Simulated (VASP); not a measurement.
The system is CsCd.

```
Cs Cd
1.0
     4.14425    0.00000    0.00000
     0.00000    4.14425    0.00000
     0.00000    0.00000    4.14425
Cs Cd
1 1
Direct
  0.00000 0.00000 0.00000
  0.50000 0.50000 0.50000
```

```yaml
Program: VASP 6.6.1
Task: relaxation of cell and atoms
Functional: PBE
Potentials_or_basis: VASP PAW PBE potentials, release 64 (Cs_sv, Cd_sv_GW)
Cutoff: 630 eV
k_mesh: 4 × 4 × 4
Occupations: gaussian, width 0.1 eV
Spin: no spin polarisation
```

At the start: pressure 6.0 GPa; volume 35.59 Å³/atom.

Task: Where does the relaxation end?

Result: Over 4 steps the energy falls by 192.1 meV/atom and the volume is 48.33 Å³/atom (+35.8 %); space group Pm-3m (No. 221, to 0.1 Å) before and after.

The path:
| step | energy change (eV) | largest force (eV/Å) | pressure (GPa) | volume (Å³) |
| --- | --- | --- | --- | --- |
| 1 | 0.0000 | 0.0000 | 6.03 | 71.18 |
| 2 | -0.3311 | 0.0000 | 1.70 | 85.88 |
| 3 | -0.3812 | 0.0000 | 0.34 | 94.20 |
| 4 | -0.3842 | 0.0000 | 0.05 | 96.66 |

Final structure:
```
CELL_PARAMETERS angstrom
4.58934 0.00000 0.00000
0.00000 4.58934 0.00000
0.00000 0.00000 4.58934
ATOMIC_POSITIONS crystal
Cs 0.00000 0.00000 0.00000
Cd 0.50000 0.50000 0.50000
```

Caveat: the k points lie up to 0.34 Å⁻¹ apart in the final cell, too coarse for converged energies and pressures of a metal; the volume moved by over 15 % at a fixed basis, so the end points are rough.
